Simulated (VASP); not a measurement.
# EuS (Fm-3m) in VASP: a series of runs

The runs below take EuS through single point, with BLYP, PBEsol.

Everything below comes from runs of VASP 6.6.1. Logs are shortened: lines on timing, memory, paths and dates and some standing lists are left out, and cuts for length are marked.

## Step 1: The cell of the first run

Symmetry: Fm-3m, No. 225, cubic system. The conventional cell has a = 6.035 Å, b = 6.035 Å, c = 6.035 Å, α = 90.00°, β = 90.00°, γ = 90.00°. Eu (site symmetry m-3m) has 6 S at 3.02 Å within 4.0 Å. S (site symmetry m-3m) has 6 Eu at 3.02 Å within 4.0 Å.

## Step 2: Single point, BLYP, collinear spin, ferromagnetic start

The input, INCAR:

```
SYSTEM = EuS
AGGAC    = 1.0          
AGGAX    = 1.0          
ALDAC    = 0.0          
ALDAX    = 1.0          
ALGO     = Normal         ! electronic algorithm
EDIFF    = 1E-6           ! SCF threshold, eV
ENCUT    = 600            ! plane-wave cutoff, eV
GGA      = B5             ! functional
GGA_COMPAT= .False.      
ISIF     = 2              ! what is computed and relaxed
ISMEAR   = -1             ! smearing method
ISPIN    = 2              ! spin polarisation
LASPH    = .True.         ! aspherical terms in the spheres
LCHARG   = .False.        ! write CHGCAR
LMAXMIX  = 6              ! l up to which the mixer works
LORBIT   = 11             ! projections on sites
LREAL    = .False.        ! projectors in reciprocal space
LWAVE    = .False.        ! write WAVECAR
MAGMOM   = 7 0            ! initial moments
NBANDS   = 22             ! bands
NELM     = 200            ! most SCF steps
PREC     = Accurate       ! precision mode
SIGMA    = 0.05           ! smearing width, eV
```

The input, KPOINTS:

```
k-points
0
Gamma
  8 8 8
  0 0 0
```

The input, POSCAR:

```
EuS
1.0
    0.0000000000      3.0176952843      3.0176952843
    3.0176952843      0.0000000000      3.0176952843
    3.0176952843      3.0176952843      0.0000000000
Eu S
1 1
Direct
    0.0000000000      0.0000000000      0.0000000000
    0.5000000000      0.5000000000      0.5000000000
```

Potentials or basis: VASP PAW PBE potentials, release 64 (Eu, S).

The run is started by

```console
$ cat potpaw_PBE.64/Eu/POTCAR potpaw_PBE.64/S/POTCAR > POTCAR
$ mpirun -np 1 vasp_std > vasp.out
```

OUTCAR:

```text
SYSTEM = EuS
   EDIFF = 1E-6
   ENCUT = 600
   GGA = B5
   ISIF = 2
   ISMEAR = -1
   ISPIN = 2
   LASPH = .True.
   LORBIT = 11
   LREAL = .False.
   NELM = 200
   PREC = Accurate

 ion  position               nearest neighbor table
   1  0.000  0.000  0.000-   2 3.02   2 3.02   2 3.02   2 3.02   2 3.02   2 3.02
   2  0.500  0.500  0.500-   1 3.02   1 3.02   1 3.02   1 3.02   1 3.02   1 3.02

  LATTYP: Found a face centered cubic cell.
 ALAT       =     6.0353905686

  Lattice vectors:

 A1 = (   0.0000000000,   3.0176952843,   3.0176952843)
 A2 = (   3.0176952843,   0.0000000000,   3.0176952843)
 A3 = (   3.0176952843,   3.0176952843,   0.0000000000)

Analysis of symmetry for initial positions (statically):
=====================================================================
 Subroutine PRICEL returns:
 Original cell was already a primitive cell.

 Routine SETGRP: Setting up the symmetry group for a
 face centered cubic supercell.

 Subroutine GETGRP returns: Found 48 space group operations
 (whereof 48 operations were pure point group operations)
 out of a pool of 48 trial point group operations.

The static configuration has the point symmetry O_h .

Analysis of symmetry for dynamics (positions and initial velocities):
=====================================================================
 Subroutine PRICEL returns:
 Original cell was already a primitive cell.

 Routine SETGRP: Setting up the symmetry group for a
 face centered cubic supercell.

 Subroutine GETGRP returns: Found 48 space group operations
 (whereof 48 operations were pure point group operations)
 out of a pool of 48 trial point group operations.

The dynamic configuration has the point symmetry O_h .

Analysis of structural, dynamic, and magnetic symmetry:
=====================================================================
 Subroutine PRICEL returns:
 Original cell was already a primitive cell.

 Routine SETGRP: Setting up the symmetry group for a
 face centered cubic supercell.

 Subroutine GETGRP returns: Found 48 space group operations
 (whereof 48 operations were pure point group operations)
 out of a pool of 48 trial point group operations.

The overall configuration has the point symmetry O_h .

 Subroutine INISYM returns: Found 48 space group operations
 (whereof 48 operations are pure point group operations),
 and found     1 'primitive' translations

----------------------------------------------------------------------------------------

                                     Primitive cell

  volume of cell :      54.9612

  direct lattice vectors                    reciprocal lattice vectors
     0.000000000  3.017695284  3.017695284    -0.165689360  0.165689360  0.165689360
     3.017695284  0.000000000  3.017695284     0.165689360 -0.165689360  0.165689360
     3.017695284  3.017695284  0.000000000     0.165689360  0.165689360 -0.165689360

  length of vectors
     4.267665598  4.267665598  4.267665598     0.286982390  0.286982390  0.286982390

  position of ions in fractional coordinates (direct lattice)
     0.000000000  0.000000000  0.000000000
     0.500000000  0.500000000  0.500000000

  ion indices of the primitive-cell ions
   primitive index   ion index
                 1           1
                 2           2

----------------------------------------------------------------------------------------

 KPOINTS: k-points

Automatic generation of k-mesh.
 Grid dimensions read from file:
 generate k-points for:    8    8    8

 Generating k-lattice:

  Cartesian coordinates                     Fractional coordinates (reciprocal lattice)
    -0.020711170  0.020711170  0.020711170     0.125000000  0.000000000  0.000000000
     0.020711170 -0.020711170  0.020711170     0.000000000  0.125000000  0.000000000
     0.020711170  0.020711170 -0.020711170     0.000000000  0.000000000  0.125000000

  Length of vectors
     0.035872799  0.035872799  0.035872799

  Shift w.r.t. Gamma in fractional coordinates (k-lattice)
     0.000000000  0.000000000  0.000000000

 Subroutine IBZKPT returns following result:
 ===========================================

 Found     29 irreducible k-points:

 Following reciprocal coordinates:
            Coordinates               Weight
  0.000000  0.000000  0.000000      1.000000
  0.125000  0.000000  0.000000      8.000000
  0.250000  0.000000  0.000000      8.000000
  0.375000  0.000000  0.000000      8.000000
  0.500000  0.000000  0.000000      4.000000
  0.125000  0.125000  0.000000      6.000000
[... 16 lines left out ...]
  0.500000  0.250000  0.125000     48.000000
 -0.375000  0.250000  0.125000     24.000000
 [... further k-points ...]
   k-points           NKPTS =     29   k-points in BZ     NKDIM =     29   number of bands    NBANDS=     22
   number of dos      NEDOS =    301   number of ions     NIONS =      2
   total plane-waves  NPLWV =  46656
   dimension x,y,z NGX =    36 NGY =   36 NGZ =   36
   dimension x,y,z NGXF=    72 NGYF=   72 NGZF=   72
   ions per type =               1   1
   NGX,Y,Z   is equivalent  to a cutoff of  14.02, 14.02, 14.02 a.u.
   NGXF,Y,Z  is equivalent  to a cutoff of  28.05, 28.05, 28.05 a.u.
 SYSTEM =  EuS
   PREC   = accura    normal or accurate (medium, high low for compatibility)
   ISTART =      0    job   : 0-new  1-cont  2-samecut
   ICHARG =      2    charge: 1-file 2-atom 10-const
   ISPIN  =      2    spin polarized calculation?
   LNONCOLLINEAR =      F non collinear calculations
   LSORBIT =      F    spin-orbit coupling
   LASPH  =      T    aspherical Exc in radial PAW
   ENCUT  =  600.0 eV  44.10 Ry    6.64 a.u.   8.52  8.52  8.52*2*pi/ulx,y,z
   NELM   =    200;   NELMIN=  2; NELMDL= -5     # of ELM steps
   EDIFF  = 0.1E-05   stopping-criterion for ELM
   LREAL  =      F    real-space projection
   EDIFFG = 0.1E-04   stopping-criterion for IOM
   NSW    =      0    number of steps for IOM
   IBRION =     -1    ionic relax: 0-MD 1-quasi-New 2-CG
   NFREE  =      0    steps in history (QN), initial steepest desc. (CG)
   ISIF   =      2    stress and relaxation
   ISYM   =      2    0-nonsym 1-usesym 2-fastsym
   POTIM  = 0.5000    time-step for ionic-motion
   TEBEG  =    0.0;   TEEND  =   0.0 temperature during run
   PSTRESS=    0.0 pullay stress
   NELECT =      23.0000    total number of electrons
   NUPDOWN=      -1.0000    fix difference up-down
   EMIN   =  10.00;   EMAX   =-10.00  energy-range for DOS
   EFERMI =   0.00;   METHOD = LEGACY
   ISMEAR =    -1;   SIGMA  =   0.05  broadening in eV -4-tet -1-fermi 0-gaus
   EFERMI_NEDOS =   21; number of points for ismear=-14 and -15
   IALGO  =     38    algorithm
   IMIX   =      4    mixing-type and parameters
     AMIX     =   0.40;   BMIX     =  1.00
     AMIX_MAG =   1.60;   BMIX_MAG =  1.00
  volume/ion in A,a.u.               =      27.48       185.45
  Fermi-wavevector in a.u.,A,eV,Ry     =   1.224519  2.314005 20.401199  1.499446
  Thomas-Fermi vector in A             =   2.359590
   LORBIT       =     11    0 simple, 1 ext, 2 COOP (PROOUT), +10 PAW based schemes
   GGA     = B5    functional components
   LHFCALC =     F    Hartree Fock is set to
   AEXX    =    0.0000 exact exchange contribution
   IVDW    =     0    specifies the selected vdW correction
   LEPSILON=     F    determine dielectric tensor
   LRPA    =     F    only Hartree local field effects (RPA)
 spin polarized calculation
  energy-cutoff  :      600.00
  volume of cell :       54.96
 maximum number of plane-waves:      1856
 NGX is ok and might be reduce to    36
   NGX = 17   NGY = 17   NGZ = 17

 number of electron      22.9999999 magnetization       6.9829690

 Free energy of the ion-electron system (eV)
  ---------------------------------------------------
  ext. energy  EPLUGINS =         0.00000000
  ---------------------------------------------------
  free energy    TOTEN  =       -18.58841447 eV

  energy without entropy =      -18.57946936  energy(sigma->0) =      -18.58394191

 E-fermi :   4.5848     XC(G=0):  -8.9141

 val. band max:        4.5780634561   @ k =   0.0000   0.0000   0.0000
 cond. band min:       4.6431338726   @ k =   0.3750   0.3750   0.0000
 fundamental gap:      0.0650704165
 Fermi energy:         4.5848218359

 spin component 1

 k-point     1 :       0.0000    0.0000    0.0000
  band No.  band energies     occupation
      1     -36.8645      1.00000
      2     -15.7307      1.00000
      3     -15.7307      1.00000
      4     -15.7307      1.00000
      5      -8.8473      1.00000
      6       1.7555      1.00000
[... 14 lines left out ...]
     21       6.4623      0.00000
     22      12.3703      0.00000

 k-point     2 :       0.1250    0.0000    0.0000
  band No.  band energies     occupation
      1     -36.8629      1.00000
      2     -15.7737      1.00000
      3     -15.7339      1.00000
      4     -15.7339      1.00000
      5      -8.7451      1.00000
      6       1.2550      1.00000
[... 14 lines left out ...]
     21       6.9856      0.00000
     22      12.8895      0.00000

 k-point     3 :       0.2500    0.0000    0.0000
  band No.  band energies     occupation
      1     -36.8591      1.00000
      2     -15.8741      1.00000
      3     -15.7415      1.00000
      4     -15.7415      1.00000
      5      -8.4942      1.00000
      6       0.3450      1.00000
[... 14 lines left out ...]
     21       8.1995      0.00000
     22      12.9495      0.00000
[... 476 lines left out ...]
 k-point    23 :       0.5000    0.2500    0.1250
  band No.  band energies     occupation
      1     -36.8533      1.00000
      2     -15.9366      1.00000
      3     -15.8065      1.00000
      4     -15.7661      1.00000
      5      -8.2918      1.00000
      6      -0.0992      1.00000
[... 14 lines left out ...]
     21      10.8146      0.00000
     22      10.8521      0.00000

 k-point    24 :      -0.3750    0.2500    0.1250
  band No.  band energies     occupation
      1     -36.8521      1.00000
      2     -15.9570      1.00000
      3     -15.8116      1.00000
      4     -15.7738      1.00000
      5      -8.2388      1.00000
      6      -0.1589      1.00000
[... 14 lines left out ...]
     21      10.5721      0.00000
     22      11.2657      0.00000

 [... further k-points ...]

 spin component 2

 k-point     1 :       0.0000    0.0000    0.0000
  band No.  band energies     occupation
      1     -33.9518      1.00000
      2     -13.6000      1.00000
      3     -13.6000      1.00000
      4     -13.6000      1.00000
      5      -8.8517      1.00000
      6       1.8838      1.00000
[... 14 lines left out ...]
     21       9.1332      0.00000
     22      13.1531      0.00000

 k-point     2 :       0.1250    0.0000    0.0000
  band No.  band energies     occupation
      1     -33.9497      1.00000
      2     -13.6690      1.00000
      3     -13.6038      1.00000
      4     -13.6038      1.00000
      5      -8.7291      1.00000
      6       1.3837      1.00000
[... 14 lines left out ...]
     21       9.1685      0.00000
     22      13.6465      0.00000

 k-point     3 :       0.2500    0.0000    0.0000
  band No.  band energies     occupation
      1     -33.9444      1.00000
      2     -13.8254      1.00000
      3     -13.6130      1.00000
      4     -13.6130      1.00000
      5      -8.4366      1.00000
      6       0.4826      1.00000
[... 14 lines left out ...]
     21       9.4440      0.00000
     22      13.8102      0.00000
[... 476 lines left out ...]
 k-point    23 :       0.5000    0.2500    0.1250
  band No.  band energies     occupation
      1     -33.9362      1.00000
      2     -13.9121      1.00000
      3     -13.7021      1.00000
      4     -13.6459      1.00000
      5      -8.2363      1.00000
      6       0.0492      1.00000
[... 14 lines left out ...]
     21      11.4894      0.00000
     22      11.7268      0.00000

 k-point    24 :      -0.3750    0.2500    0.1250
  band No.  band energies     occupation
      1     -33.9344      1.00000
      2     -13.9407      1.00000
      3     -13.7084      1.00000
      4     -13.6569      1.00000
      5      -8.1823      1.00000
      6      -0.0028      1.00000
[... 14 lines left out ...]
     21      11.4269      0.00000
     22      12.0300      0.00000

 [... further k-points ...]
[... 5 lines left out ...]
  --------------------------------------------------------------------------------------
  -------------------------------------------------------------------------------------
  Total       -0.3909432     -0.3909432     -0.3909432      0.0000000      0.0000000     -0.0000000
  in kB      -11.3964111    -11.3964111    -11.3964111      0.0000000      0.0000000     -0.0000000
  external PRESSURE =     -11.3964111 kB  Pullay stress =       0.0000000 kB

 VOLUME and BASIS-vectors are now :
 -----------------------------------------------------------------------------
  energy-cutoff  :      600.00
  volume of cell :       54.96
      direct lattice vectors                 reciprocal lattice vectors
     0.000000000  3.017695284  3.017695284    -0.165689360  0.165689360  0.165689360
     3.017695284  0.000000000  3.017695284     0.165689360 -0.165689360  0.165689360
     3.017695284  3.017695284  0.000000000     0.165689360  0.165689360 -0.165689360

 POSITION                                       TOTAL-FORCE (eV/Angst)
 -----------------------------------------------------------------------------------
      0.00000      0.00000      0.00000         0.000000      0.000000      0.000000
      3.01770      3.01770      3.01770        -0.000000      0.000000     -0.000000
 -----------------------------------------------------------------------------------
    total drift:                               -0.000000      0.000000      0.000000

  FREE ENERGIE OF THE ION-ELECTRON SYSTEM (eV)
  ---------------------------------------------------
  free  energy   TOTEN  =       -18.5884144651 eV

  energy  without entropy=      -18.5794693613  energy(sigma->0) =      -18.58394191

 total charge

# of ion       s       p       d       f       tot
--------------------------------------------------
    1        2.025   5.743   0.282   6.695  14.745
    2        1.325   2.447   0.000   0.000   3.772
--------------------------------------------------
tot          3.350   8.190   0.282   6.695  18.517

 magnetization (x)

# of ion       s       p       d       f       tot
--------------------------------------------------
    1       -0.014  -0.105   0.077   6.667   6.625
    2       -0.005  -0.047   0.000   0.000  -0.051
--------------------------------------------------
tot         -0.019  -0.151   0.077   6.667   6.574
```

It took 2.5 min on 1 thread of AMD EPYC 9R45 (Zen 5), shared host; peak memory 0.26 GiB.

What came out:

| Item | Value |
| --- | --- |
| Free energy | -18.5884 eV |
| Pressure | -1.1 GPa |
| Band gap on the k mesh | zero (filled and empty bands overlap) |
| Net moment | 6.98 μB per cell |
| Site moments | Eu +6.62; S -0.05 μB |
| Valence electrons inside the program's atomic spheres | Eu 14.74; S 3.77 |

Caveat: the PAW data sets were made with another functional, which shifts forces and pressure a little; spin-orbit coupling is left out, which moves the levels of the heavy elements; a cell with one magnetic atom can't hold antiferromagnetic order, which such compounds often take; semilocal functionals describe open f shells poorly, which spoils levels, moments and volumes. The state reached can hang on the start; a lower one may exist.

## Step 3: Single point, PBEsol, non-collinear spin, typed start, spin-orbit coupling

This run uses another cell than the first one, of 26.42 Å³/atom.

The input, INCAR:

```
PREC     = Accurate       # precision mode
ENCUT    = 600            # plane-wave cutoff, eV
EDIFF    = 1E-6           # SCF threshold, eV
ISMEAR   = -1             # smearing method
SIGMA    = 0.05           # smearing width, eV
LREAL    = F              # projectors in reciprocal space
LASPH    = T              # aspherical terms in the spheres
NELM     = 200            # most SCF steps
ALGO     = Normal         # electronic algorithm
ISIF     = 2              # what is computed and relaxed
LWAVE    = F              # write WAVECAR
LCHARG   = F              # write CHGCAR
MAGMOM   = 4.95 4.95 0 0 0 0 # initial moments
LORBIT   = 11             # projections on sites
LSORBIT  = T              # spin-orbit coupling
GGA_COMPAT= F            
LORBMOM  = T            
LMAXMIX  = 6              # l up to which the mixer works
GGA      = PS             # functional
NBANDS   = 35             # bands
```

The input, KPOINTS:

```
regular mesh
0
Gamma
  6 6 6
```

The input, POSCAR:

```
EuS
1.0
    0.0000000000      2.9785000000      2.9785000000
    2.9785000000      0.0000000000      2.9785000000
    2.9785000000      2.9785000000      0.0000000000
Eu S
1 1
Direct
    0.0000000000      0.0000000000      0.0000000000
    0.5000000000      0.5000000000      0.5000000000
```

Potentials or basis: VASP PAW PBE potentials, release 64 (Eu, S).

The run is started by

```console
$ cat potpaw_PBE.64/Eu/POTCAR potpaw_PBE.64/S/POTCAR > POTCAR
$ mpirun -np 1 vasp_ncl > vasp.out
```

Run time: 13 min. Hardware: 1 thread of Intel Xeon Platinum 8259CL at 2.50GHz (Skylake/Cascade Lake), shared host; peak memory 0.55 GiB.

The run converged. Its results:

* Free energy: -21.0492 eV
* Pressure: -5.9 GPa
* Net moment: 6.91 μB per cell
* Valence electrons inside the program's atomic spheres: Eu 14.73; S 3.71

Moments on the atoms (μB; x, y, z):
```
Eu   4.63  4.63  0.00
S   -0.05 -0.05  0.00
```

Caveat: the cell stands under tension; the PAW data sets were made with another functional, which shifts forces and pressure a little; a cell with one magnetic atom can't hold antiferromagnetic order, which such compounds often take; semilocal functionals describe open f shells poorly, which spoils levels, moments and volumes. The state reached can hang on the start; a lower one may exist.
